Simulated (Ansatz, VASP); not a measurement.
**One calculation of AlAu2, two programs**

```
CELL_PARAMETERS angstrom
-1.69889 1.69889 4.09467
1.69889 -1.69889 4.09467
1.69889 1.69889 -4.09467
ATOMIC_POSITIONS crystal
Al 0.00000 0.00000 0.00000
Au 0.66859 0.66859 0.00000
Au 0.33141 0.33141 0.00000
```

Alike in both runs: task single point; functional LDA; k mesh 16 × 16 × 16; occupations gaussian, width 0.15 eV; no spin polarisation.

|  | VASP | Ansatz |
| --- | --- | --- |
| version | VASP 6.6.1 | Ansatz 0.2.0 |
| potentials or method | VASP PAW LDA potentials, release 64 (Al, Au), cutoff 520 eV | scalar-relativistic, plane waves, PAW |
| valence electrons in the cell | 25 | 41 |

|  | VASP | Ansatz | Ansatz less VASP |
| --- | --- | --- | --- |
| gap on the k mesh at the Fermi level (eV) | none | none | - |
| pressure (GPa) | 2.7 | 2.3 | -0.40 |
| traceless stress, the component that is largest in VASP (GPa) | -0.89 | -1.09 | -0.196 |
| rms of the force components (eV/Å) | 0.388 | 0.387 | -0.0016 |

LDA's correlation is that of Perdew and Zunger in VASP and of Perdew and Wang (1992) in Ansatz. Atom by atom the forces differ by 0.002 eV/Å (rms over components). A gap of «none» marks a metal or a gap that the smearing closes. VASP's potentials hold 25 valence electrons a cell and Ansatz's 41, so a difference there can come from the potentials and not from the codes.

Spin-orbit coupling is off throughout.
